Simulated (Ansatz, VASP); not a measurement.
**Ta4H3: VASP beside Ansatz**

```xyz
7
Lattice="3.4816 0.0000 0.0000 0.0000 4.7879 0.0000 0.0000 0.0000 4.8357" Properties=species:S:1:pos:R:3 pbc="T T T"
Ta    0.8589    1.1727    3.6553
Ta    2.6227    1.1727    1.1804
Ta    0.8589    3.6152    1.1804
Ta    2.6227    3.6152    3.6553
H     1.7408    2.3940    2.4179
H     1.7408    2.3940    0.0000
H     0.0000    0.0000    2.4179
```

Alike in both runs: functional PBE; k mesh 10 × 6 × 6; occupations gaussian, width 0.1 eV; no spin polarisation.

Ansatz relaxed the structure, and its values are those at the end. VASP's run is a single point on that final structure, the one shown.

|  | VASP | Ansatz |
| --- | --- | --- |
| version | VASP 6.6.1 | Ansatz 0.2.0 |
| potentials or method | VASP PAW PBE potentials, release 64 (Ta_pv, H), cutoff 520 eV | scalar-relativistic, plane waves, PAW |
| valence electrons in the cell | 47 | 55 |

```csv
,VASP,Ansatz,Ansatz less VASP
gap on the k mesh at the Fermi level (eV),none,none,-
pressure (GPa),0.1,0.0,-0.12
rms of the force components (eV/Å),0.005,0.000,-0.0051
```

A gap of «none» marks a metal or a gap that the smearing closes. The functional is the same, so the differences come from potentials, cutoffs and numerics. VASP's potentials hold 47 valence electrons a cell and Ansatz's 55, so a difference there can come from the potentials and not from the codes.

Neither program's run includes spin-orbit coupling.
